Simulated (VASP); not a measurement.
Set up this calculation in VASP 6.6.1, as the native input.

- Task: relaxation of cell and atoms
- Functional: LDA
- Potentials or basis: VASP PAW LDA potentials, release 64 (Te, Pb_d)
- Cutoff: 600 eV
- k mesh: 6 × 6 × 6
- Occupations: gaussian, width 0.01 eV
- Spin: no spin polarisation
- Dipole correction: no
- Further INCAR settings: ALGO = Normal; EDIFF = 1e-06; IBRION = 2; EDIFFG = -0.02; NSW = 80; ISIF = 3

The structure of TePb lies in POSCAR:

```
TePb
1.0
    0.0000000000      3.2310000000      3.2310000000
    3.2310000000      0.0000000000      3.2310000000
    3.2310000000      3.2310000000      0.0000000000
Te Pb
1 1
Direct
    0.5000000000      0.5000000000      0.5000000000
    0.0000000000      0.0000000000      0.0000000000
```

One way to write it, as run:

INCAR

```
SYSTEM = TePb
  PREC = Accurate
  ENCUT = 600
  EDIFF = 1E-6
  ISMEAR = 0
  SIGMA = 0.01
  LREAL = .False.
  LASPH = .True.
  NELM = 60
  ALGO = Normal
  ISIF = 3
  LWAVE = .False.
  LCHARG = .False.
  GGA = CA
  IBRION = 2
  NSW = 80
  EDIFFG = -0.02
```

KPOINTS

```
Automatic mesh
0
Gamma
  6 6 6
  0 0 0
```

Potentials or basis: VASP PAW LDA potentials, release 64 (Te, Pb_d).

Command:

```bash
$ cat potpaw_LDA.64/Te/POTCAR potpaw_LDA.64/Pb_d/POTCAR > POTCAR
$ mpirun -np 1 vasp_std > vasp.out
```

Results of the run:

| Item | Value |
| --- | --- |
| Relaxed volume | 32.56 Å³/atom |
| Relaxed cell | a = 4.516 Å, b = 4.516 Å, c = 4.516 Å, α = 60.00°, β = 60.00°, γ = 60.00° |
| Space group after relaxing (to 0.05 Å) | Fm-3m (No. 225) |
| Energy gained by relaxing | 6.1 meV/atom |
| Ionic steps | 3 |
| Pressure after relaxing | 0.0 GPa |
| Band gap on the k mesh | 0.56 eV, direct |

Caveat: spin-orbit coupling is left out, which moves the levels of the heavy elements.

Wall time 26 s on 1 thread of Intel(R) Xeon(R) Platinum 8559C (Emerald Rapids), on a shared host, peak memory 0.2 GiB.
